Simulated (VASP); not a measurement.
Wanted: the native input for a VASP 6.6.1 run.

| Item | Value |
| --- | --- |
| Task | single point |
| Functional | LDA |
| Potentials or basis | VASP PAW LDA potentials, release 64 (Pd, Te) |
| Cutoff | 520 eV |
| k mesh | 12 × 12 × 12 |
| Occupations | fermi-dirac, width 0.1 eV |
| Spin | no spin polarisation |
| Dipole correction | no |
| Further INCAR settings | ALGO = Normal; EDIFF = 1e-07; NBANDS = 15 |

The structure of TePd (zincblende type) lies in POSCAR:

```
TePd
1.0
    0.0000000000      2.8458713334      2.8458713334
    2.8458713334      0.0000000000      2.8458713334
    2.8458713334      2.8458713334      0.0000000000
Pd Te
1 1
Direct
    0.0000000000      0.0000000000      0.0000000000
    0.2500000000      0.2500000000      0.2500000000
```

This cell differs from its parent crystal: volume scaled by 0.9.

The input as run:

INCAR

```
SYSTEM = TePd
PREC = Accurate
ENCUT = 520
EDIFF = 1E-7
ISMEAR = -1
SIGMA = 0.1
LREAL = .FALSE.
LASPH = .TRUE.
NELM = 80
ALGO = Normal
ISIF = 2
LWAVE = .FALSE.
LCHARG = .FALSE.
GGA = CA
NBANDS = 15
```

KPOINTS

```
regular mesh
0
G
  12 12 12
  0 0 0
```

Potentials or basis: VASP PAW LDA potentials, release 64 (Pd, Te).

Run with:

```bash
$ cat potpaw_LDA.64/Pd/POTCAR potpaw_LDA.64/Te/POTCAR > POTCAR
$ mpirun -np 1 vasp_std > vasp.out
```

It gave:

| Item | Value |
| --- | --- |
| Pressure | 12.2 GPa |
| Band gap on the k mesh | zero (band 8 reaches 10.57 eV, above the bottom of band 9 at 6.19 eV) |

Caveat: spin-orbit coupling is left out, which moves the levels of the heavy elements.

Run time: 110 s on 1 thread of AMD EPYC 7R13, with other jobs on the host, peak memory 0.16 GiB.
